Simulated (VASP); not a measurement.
Wanted: the native input for a VASP 6.6.1 run.

```
Task                   : single point
Functional             : r2SCAN
Potentials or basis    : VASP PAW PBE potentials, release 64 (Si)
Cutoff                 : 520 eV
k mesh                 : 8 × 8 × 8
Occupations            : gaussian, width 0.01 eV
Spin                   : no spin polarisation
Dipole correction      : no
Further INCAR settings : ALGO = Normal; EDIFF = 1e-07; NBANDS = 11
```

Si:

```
Si
1.0
     0.07863    2.71909    2.71909
     2.71909    0.07863    2.71909
     2.71909    2.71909    0.07863
Si
2
Direct
  0.00195 0.00195 0.00195
  0.24805 0.24805 0.24805
```

This cell differs from its parent crystal: epitaxial 111 strain -3.0%.

The input as run:

POSCAR

```
Si
1.0
    0.0786296726      2.7190850014      2.7190850014
    2.7190850014      0.0786296726      2.7190850014
    2.7190850014      2.7190850014      0.0786296726
Si
2
Direct
    0.0019506558      0.0019506558      0.0019506558
    0.2480493442      0.2480493442      0.2480493442
```

INCAR.step1

```
SYSTEM = Si
PREC     = Accurate       ! precision mode
ENCUT    = 520            ! plane-wave cutoff, eV
ISMEAR   = 0              ! smearing method
SIGMA    = 0.01           ! smearing width, eV
LREAL    = .False.        ! projectors in reciprocal space
LASPH    = .True.         ! aspherical terms in the spheres
NELM     = 60             ! most SCF steps
NBANDS   = 11             ! bands
GGA      = PE             ! functional
ALGO     = Normal         ! electronic algorithm
EDIFF    = 1E-4           ! SCF threshold, eV
LWAVE    = .True.         ! write WAVECAR
LCHARG   = .False.        ! write CHGCAR
```

INCAR.step2

```
SYSTEM = Si
PREC     = Accurate       ! precision mode
ENCUT    = 520            ! plane-wave cutoff, eV
EDIFF    = 1E-7           ! SCF threshold, eV
ISMEAR   = 0              ! smearing method
SIGMA    = 0.01           ! smearing width, eV
LREAL    = .False.        ! projectors in reciprocal space
LASPH    = .True.         ! aspherical terms in the spheres
NELM     = 60             ! most SCF steps
ALGO     = Normal         ! electronic algorithm
ISIF     = 2              ! what is computed and relaxed
LWAVE    = .False.        ! write WAVECAR
LCHARG   = .True.         ! write CHGCAR
METAGGA  = R2SCAN         ! meta-GGA
LMIXTAU  = .True.       
LELF     = .True.         ! ELF
LVHAR    = .True.       
NBANDS   = 11             ! bands
ISTART   = 1
```

KPOINTS

```
regular mesh
0
Gamma
  8 8 8
  0 0 0
```

Potentials or basis: VASP PAW PBE potentials, release 64 (Si).

Command:

```bash
$ cat potpaw_PBE.64/Si/POTCAR > POTCAR
$ cp INCAR.step1 INCAR
$ mpirun -np 1 vasp_std > vasp.out
$ cp INCAR.step2 INCAR
$ mpirun -np 1 vasp_std > vasp.out
```

Results of the run:

- Pressure: 4.8 GPa
- Largest force: 0.007 eV/Å
- Band gap on the k mesh: 0.44 eV (least direct gap 2.13 eV)

Caveat: the cell differs from its parent crystal (epitaxial 111 strain -3.0%); the cell stands under pressure; the PAW data sets were made with another functional, which shifts forces and pressure a little.

Wall time 97 s on 1 thread of Intel(R) Xeon(R) Platinum 8124M CPU @ 3.00GHz (Skylake/Cascade Lake) (shared host), peak memory 0.17 GiB.
